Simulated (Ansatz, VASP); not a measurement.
## One calculation of SnSe, two programs

```
CELL_PARAMETERS angstrom
5.10992 0.00000 0.00000
-2.55496 4.42532 0.00000
0.00000 0.00000 6.16464
ATOMIC_POSITIONS crystal
Sn 0.33333 0.66667 0.95541
Sn 0.66667 0.33333 0.45541
Se 0.33333 0.66667 0.42059
Se 0.66667 0.33333 0.92059
```

Alike in both runs: task single point; functional PBE; k mesh 11 × 11 × 6; occupations fermi-dirac, width 0.08 eV; no spin polarisation.

|  | VASP | Ansatz |
| --- | --- | --- |
| version | VASP 6.6.1 | Ansatz 0.2.0 |
| potentials or method | VASP PAW PBE potentials, release 64 (Sn_d, Se), cutoff 520 eV | all-electron LAPW, scalar-relativistic |

Ansatz gave:

```
pressure (GPa)                     : 0.0
rms of the force components (eV/Å) : 0.000
```

Q: Which values does VASP return?

A: Pressure (GPa): 0.0; rms of the force components (eV/Å): 0.003.

Atom by atom the forces differ by 0.004 eV/Å (rms over components). Ansatz ran all-electron here, and VASP with PAW potentials.
